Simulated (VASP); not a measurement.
# Gd (Im-3m) in VASP: further runs

Runs on Gd. Level: PBE. Tasks: single point.

All numbers are computed with VASP 6.6.1; they aren't measurements. Logs are shortened: lines on timing, memory, paths and dates and some standing lists are left out, and cuts for length are marked.

**1. The cell of the first run**

Symmetry: Im-3m, No. 229, cubic system. The conventional cell has a = 4.181 Å, b = 4.181 Å, c = 4.181 Å, α = 90.00°, β = 90.00°, γ = 90.00°. Gd (site symmetry m-3m) has 14 Gd at 3.62 to 4.18 Å within 4.8 Å.

**2. Single point, PBE, collinear spin, ferromagnetic start (volume scaled by 1.1)**

Input file INCAR:

```
SYSTEM = Gd
PREC = Accurate ; ENCUT = 520
EDIFF = 1E-6 ; ISMEAR = -1
SIGMA = 0.03 ; LREAL = .FALSE.
LASPH = .TRUE. ; NELM = 150
ALGO = Normal ; ISIF = 2
LWAVE = .FALSE. ; LCHARG = .TRUE.
ISPIN = 2 ; MAGMOM = 7
LORBIT = 11 ; LMAXMIX = 6
GGA = PE ; LELF = .TRUE.
LVHAR = .TRUE. ; NBANDS = 19
```

Input file KPOINTS:

```
Automatic mesh
0
G
  11 11 11
  0 0 0
```

Input file POSCAR:

```
Gd
1.0
   -2.0903672338      2.0903672338      2.0903672338
    2.0903672338     -2.0903672338      2.0903672338
    2.0903672338      2.0903672338     -2.0903672338
Gd
1
Direct
    0.0000000000      0.0000000000      0.0000000000
```

Potentials or basis: VASP PAW PBE potentials, release 64 (Gd).

The run is started by

```bash
> cat potpaw_PBE.64/Gd/POTCAR > POTCAR
> mpirun -np 1 vasp_std > vasp.out
```

OUTCAR:

```text
SYSTEM = Gd
   PREC = Accurate
   ENCUT = 520
   EDIFF = 1E-6
   ISMEAR = -1
   LREAL = .FALSE.
   LASPH = .TRUE.
   NELM = 150
   ISIF = 2
   ISPIN = 2
   LORBIT = 11
   GGA = PE

 ion  position               nearest neighbor table
   1  0.000  0.000  0.000-

  LATTYP: Found a body centered cubic cell.
 ALAT       =     4.1807344676

  Lattice vectors:

 A1 = (  -2.0903672338,   2.0903672338,   2.0903672338)
 A2 = (   2.0903672338,  -2.0903672338,   2.0903672338)
 A3 = (   2.0903672338,   2.0903672338,  -2.0903672338)

Analysis of symmetry for initial positions (statically):
=====================================================================
 Subroutine PRICEL returns:
 Original cell was already a primitive cell.

 Routine SETGRP: Setting up the symmetry group for a
 body centered cubic supercell.

 Subroutine GETGRP returns: Found 48 space group operations
 (whereof 48 operations were pure point group operations)
 out of a pool of 48 trial point group operations.

The static configuration has the point symmetry O_h .

Analysis of symmetry for dynamics (positions and initial velocities):
=====================================================================
 Subroutine PRICEL returns:
 Original cell was already a primitive cell.

 Routine SETGRP: Setting up the symmetry group for a
 body centered cubic supercell.

 Subroutine GETGRP returns: Found 48 space group operations
 (whereof 48 operations were pure point group operations)
 out of a pool of 48 trial point group operations.

The dynamic configuration has the point symmetry O_h .

Analysis of structural, dynamic, and magnetic symmetry:
=====================================================================
 Subroutine PRICEL returns:
 Original cell was already a primitive cell.

 Routine SETGRP: Setting up the symmetry group for a
 body centered cubic supercell.

 Subroutine GETGRP returns: Found 48 space group operations
 (whereof 48 operations were pure point group operations)
 out of a pool of 48 trial point group operations.

The overall configuration has the point symmetry O_h .

 Subroutine INISYM returns: Found 48 space group operations
 (whereof 48 operations are pure point group operations),
 and found     1 'primitive' translations

----------------------------------------------------------------------------------------

                                     Primitive cell

  volume of cell :      36.5366

  direct lattice vectors                    reciprocal lattice vectors
    -2.090367234  2.090367234  2.090367234     0.000000000  0.239192421  0.239192421
     2.090367234 -2.090367234  2.090367234     0.239192421  0.000000000  0.239192421
     2.090367234  2.090367234 -2.090367234     0.239192421  0.239192421  0.000000000

[... 94 lines left out ...]
   EMIN   =  10.00;   EMAX   =-10.00  energy-range for DOS
   EFERMI =   0.00;   METHOD = LEGACY
   ISMEAR =    -1;   SIGMA  =   0.03  broadening in eV -4-tet -1-fermi 0-gaus
   EFERMI_NEDOS =   21; number of points for ismear=-14 and -15
   IALGO  =     38    algorithm
   IMIX   =      4    mixing-type and parameters
     AMIX     =   0.40;   BMIX     =  1.00
     AMIX_MAG =   1.60;   BMIX_MAG =  1.00
  volume/ion in A,a.u.               =      36.54       246.56
  Fermi-wavevector in a.u.,A,eV,Ry     =   1.292974  2.443366 22.745967  1.671781
  Thomas-Fermi vector in A             =   2.424648
   LORBIT       =     11    0 simple, 1 ext, 2 COOP (PROOUT), +10 PAW based schemes
   GGA     = PE    functional components
   LHFCALC =     F    Hartree Fock is set to
   AEXX    =    0.0000 exact exchange contribution
   IVDW    =     0    specifies the selected vdW correction
   LEPSILON=     F    determine dielectric tensor
   LRPA    =     F    only Hartree local field effects (RPA)
 spin polarized calculation
  energy-cutoff  :      520.00
  volume of cell :       36.54
 maximum number of plane-waves:      1000
   NGX = 13   NGY = 13   NGZ = 13

 number of electron      17.9999992 magnetization       7.6619861

 Free energy of the ion-electron system (eV)
  ---------------------------------------------------
  ext. energy  EPLUGINS =         0.00000000
  ---------------------------------------------------
  free energy    TOTEN  =       -11.58643109 eV

  energy without entropy =      -11.57987469  energy(sigma->0) =      -11.58315289

 E-fermi :   2.5327     XC(G=0):  -9.5481

 val. band max:        2.5142523596   @ k =   0.3636   0.0000   0.0000
 cond. band min:       2.5390298112   @ k =   0.2727   0.0909   0.0909
 fundamental gap:      0.0247774516
 Fermi energy:         2.5326877818

 spin component 1

 k-point     1 :       0.0000    0.0000    0.0000
  band No.  band energies     occupation
      1     -42.9622      1.00000
      2     -20.0632      1.00000
      3     -20.0632      1.00000
      4     -20.0632      1.00000
      5      -2.5411      1.00000
      6      -2.5411      1.00000
[... 517 lines left out ...]
     18       9.1945      0.00000
     19      11.1456      0.00000

 [... further k-points ...]

 spin component 2

 k-point     1 :       0.0000    0.0000    0.0000
  band No.  band energies     occupation
      1     -39.7124      1.00000
      2     -17.6640      1.00000
      3     -17.6640      1.00000
      4     -17.6640      1.00000
      5      -1.5331      1.00000
      6       2.7637      0.00045
[... 517 lines left out ...]
     18      10.5882      0.00000
     19      12.2395      0.00000

 [... further k-points ...]
[... 5 lines left out ...]
  --------------------------------------------------------------------------------------
  -------------------------------------------------------------------------------------
  Total       -0.6263467     -0.6263467     -0.6263467      0.0000000     -0.0000000     -0.0000000
  in kB      -27.4661408    -27.4661408    -27.4661408      0.0000000     -0.0000000     -0.0000000
  external PRESSURE =     -27.4661408 kB  Pullay stress =       0.0000000 kB

 VOLUME and BASIS-vectors are now :
 -----------------------------------------------------------------------------
  energy-cutoff  :      520.00
  volume of cell :       36.54
      direct lattice vectors                 reciprocal lattice vectors
    -2.090367234  2.090367234  2.090367234     0.000000000  0.239192421  0.239192421
     2.090367234 -2.090367234  2.090367234     0.239192421  0.000000000  0.239192421
     2.090367234  2.090367234 -2.090367234     0.239192421  0.239192421  0.000000000

 POSITION                                       TOTAL-FORCE (eV/Angst)
 -----------------------------------------------------------------------------------
      0.00000      0.00000      0.00000         0.000000      0.000000     -0.000000
 -----------------------------------------------------------------------------------
    total drift:                               -0.000000     -0.000000     -0.000000

  FREE ENERGIE OF THE ION-ELECTRON SYSTEM (eV)
  ---------------------------------------------------
  free  energy   TOTEN  =       -11.5864310924 eV

  energy  without entropy=      -11.5798746903  energy(sigma->0) =      -11.58315289

 total charge

# of ion       s       p       d       f       tot
--------------------------------------------------
    1        2.067   5.567   0.535   6.992  15.160

 magnetization (x)

# of ion       s       p       d       f       tot
--------------------------------------------------
    1        0.001  -0.057   0.233   6.816   6.993
```

OSZICAR:

```text
N       E                     dE             d eps       ncg     rms          rms(c)
DAV:   1     0.102276402659E+03    0.10228E+03   -0.63850E+03  5440   0.474E+03
DAV:   2     0.660214808675E+01   -0.95674E+02   -0.84355E+02  5487   0.316E+02
DAV:   3    -0.771791359326E+01   -0.14320E+02   -0.13965E+02  6515   0.102E+02
[... 17 lines left out ...]
DAV:  21    -0.115864461786E+02    0.63487E-04   -0.70537E-05  6102   0.188E-01    0.216E-01
DAV:  22    -0.115864295236E+02    0.16655E-04   -0.80566E-05  6202   0.189E-01    0.609E-02
DAV:  23    -0.115864304488E+02   -0.92517E-06   -0.13281E-05  7636   0.526E-02    0.144E-02
DAV:  24    -0.115864340060E+02   -0.35572E-05   -0.41576E-06  5137   0.462E-02    0.310E-02
DAV:  25    -0.115864315120E+02    0.24940E-05   -0.29310E-06  5192   0.390E-02    0.110E-02
DAV:  26    -0.115864310924E+02    0.41961E-06   -0.42132E-07  2731   0.154E-02
   1 F= -.11586431E+02 E0= -.11583153E+02  d E =-.655640E-02  mag=     7.6619
```

stdout:

```text
POSCAR found type information on POSCAR Gd
 POSCAR found :  1 types and       1 ions
 scaLAPACK will be used
 LDA part: xc-table for (Slater+PW92), standard interpolation
 POSCAR, INCAR and KPOINTS ok, starting setup
 FFT: planning ... GRIDC
 FFT: planning ... GRID_SOFT
 FFT: planning ... GRID
 WAVECAR not read
 entering main loop
```

Run time: 70 s. Hardware: 1 thread of Intel Xeon 6975P-C (Granite Rapids), shared host; peak memory 0.22 GiB.

What came out:

* Free energy: -11.5864 eV
* Pressure: -2.7 GPa
* Net moment: 7.66 μB per cell
* Site moments: Gd +6.99 μB
* Valence electrons inside the program's atomic spheres: Gd 15.16

Levels at points of the mesh, in eV from the Fermi level:
Spin up:
```tsv
k point	band 10	band 11	band 12	band 13	band 14	band 15	band 16	band 17
(0.00, 0.00, 0.00)	-4.98	-4.96	-4.93	1.21	1.21	1.21	3.22	3.22
```
Spin down:
| k point | band 1 | band 2 | band 3 | band 4 | band 5 | band 6 | band 7 | band 8 | band 9 | band 10 |
| --- | --- | --- | --- | --- | --- | --- | --- | --- | --- | --- |
| (0.00, 0.00, 0.00) | -42.25 | -20.20 | -20.20 | -20.20 | -4.07 | 0.23 | 0.23 | 0.23 | 0.48 | 0.48 |

Caveat: spin-orbit coupling is left out, which moves the levels of the heavy elements.

**3. Single point, PBE, collinear spin, ferromagnetic start (volume scaled by 1.25)**

Input file INCAR:

```
PREC = Accurate
ENCUT = 520
EDIFF = 1E-6
ISMEAR = -1
SIGMA = 0.03
LREAL = False
LASPH = True
NELM = 150
ALGO = Normal
ISIF = 2
LWAVE = False
LCHARG = True
ISPIN = 2
MAGMOM = 7
LORBIT = 11
LMAXMIX = 6
GGA = PE
LELF = True
LVHAR = True
NBANDS = 19
```

Input file KPOINTS:

```
Automatic mesh
0
Gamma
  11 11 11
```

Input file POSCAR:

```
Gd
1.0
   -2.1813651237      2.1813651237      2.1813651237
    2.1813651237     -2.1813651237      2.1813651237
    2.1813651237      2.1813651237     -2.1813651237
Gd
1
Direct
    0.0000000000      0.0000000000      0.0000000000
```

Potentials or basis: VASP PAW PBE potentials, release 64 (Gd).

The run is started by

```bash
> cat potpaw_PBE.64/Gd/POTCAR > POTCAR
> mpirun -np 1 vasp_std > vasp.out
```

Wall time 62 s (1 thread of Intel Xeon 6975P-C (Granite Rapids), shared host); peak memory 0.22 GiB.

It converged, with:

| Quantity | Value |
| --- | --- |
| Free energy | -11.4631 eV |
| Pressure | -5.1 GPa |
| Net moment | 7.69 μB per cell |
| Site moments | Gd +6.96 μB |
| Valence electrons inside the program's atomic spheres | Gd 15.12 |

Levels at points of the mesh, in eV from the Fermi level:
Spin up:
| k point | band 9 | band 10 | band 11 | band 12 | band 13 | band 14 | band 15 | band 16 | band 17 | band 18 |
| --- | --- | --- | --- | --- | --- | --- | --- | --- | --- | --- |
| (0.00, 0.00, 0.00) | -5.08 | -5.08 | -5.07 | -4.69 | 1.13 | 1.13 | 1.13 | 2.87 | 2.87 | 9.39 |
Spin down:
```csv
k point,band 1,band 2,band 3,band 4,band 5,band 6,band 7,band 8,band 9,band 10
"(0.00, 0.00, 0.00)",-42.43,-20.47,-20.47,-20.47,-3.84,0.14,0.14,0.14,0.34,0.34
```

Caveat: spin-orbit coupling is left out, which moves the levels of the heavy elements.

**4. Single point, PBE, collinear spin, ferromagnetic start (volume scaled by 0.66)**

Input file INCAR:

```
SYSTEM = Gd
  PREC = Accurate
  ENCUT = 520
  EDIFF = 1E-6
  ISMEAR = -1
  SIGMA = 0.03
  LREAL = .FALSE.
  LASPH = .TRUE.
  NELM = 150
  ALGO = Normal
  ISIF = 2
  LWAVE = .FALSE.
  LCHARG = .TRUE.
  ISPIN = 2
  MAGMOM = 7
  LORBIT = 11
  LMAXMIX = 6
  GGA = PE
  LELF = .TRUE.
  LVHAR = .TRUE.
  NBANDS = 19
```

Input file KPOINTS:

```
regular mesh
0
G
  11 11 11
  0 0 0
```

Input file POSCAR:

```
Gd
1.0
   -1.7630840075      1.7630840075      1.7630840075
    1.7630840075     -1.7630840075      1.7630840075
    1.7630840075      1.7630840075     -1.7630840075
Gd
1
Direct
    0.0000000000      0.0000000000      0.0000000000
```

The run is started by

```bash
> cat potpaw_PBE.64/Gd/POTCAR > POTCAR
> mpirun -np 1 vasp_std > vasp.out
```

Wall time 34 s (1 thread of Intel Xeon 6975P-C (Granite Rapids), shared host); peak memory 0.18 GiB.

Results (log left out):

| Item | Value |
| --- | --- |
| Free energy | -10.9059 eV |
| Pressure | 27.4 GPa |
| Net moment | 7.60 μB per cell |
| Site moments | Gd +7.05 μB |
| Valence electrons inside the program's atomic spheres | Gd 15.49 |

Levels at points of the mesh, in eV from the Fermi level:
Spin up:
| k point | band 10 | band 11 | band 12 | band 13 | band 14 | band 15 | band 16 | band 17 |
| --- | --- | --- | --- | --- | --- | --- | --- | --- |
| (0.00, 0.00, 0.00) | -4.08 | -4.08 | -3.99 | 1.57 | 1.57 | 1.57 | 4.91 | 4.91 |
Spin down:
```
           k point  band 1  band 2  band 3  band 4  band 5  band 6  band 7  band 8  band 9  band 10
(0.00, 0.00, 0.00)  -41.68  -18.61  -18.61  -18.61   -4.10    0.70    0.70    0.70    1.40     1.40
```

Caveat: spin-orbit coupling is left out, which moves the levels of the heavy elements.

**5. The runs side by side**

```csv
cell,gap on the mesh (eV),pressure (GPa),moment (μB)
"a = 3.621 Å, angles 109.5°, 1 atom",none,-2.7,7.66
"a = 3.778 Å, angles 109.5°, 1 atom",none,-5.1,7.69
"a = 3.054 Å, angles 109.5°, 1 atom",none,27.4,7.60
```

Alike in all rows: task single point; level PBE; potentials or basis VASP PAW PBE potentials, release 64 (Gd); spin collinear, ferromagnetic start; k mesh 11 × 11 × 11; cutoff (eV) 520; smearing fermi-dirac 0.03 eV.

Caveats: spin-orbit coupling is left out, which moves the levels of the heavy elements.

Total energies depend on the potentials used, so only differences within one code and one set of settings carry meaning.
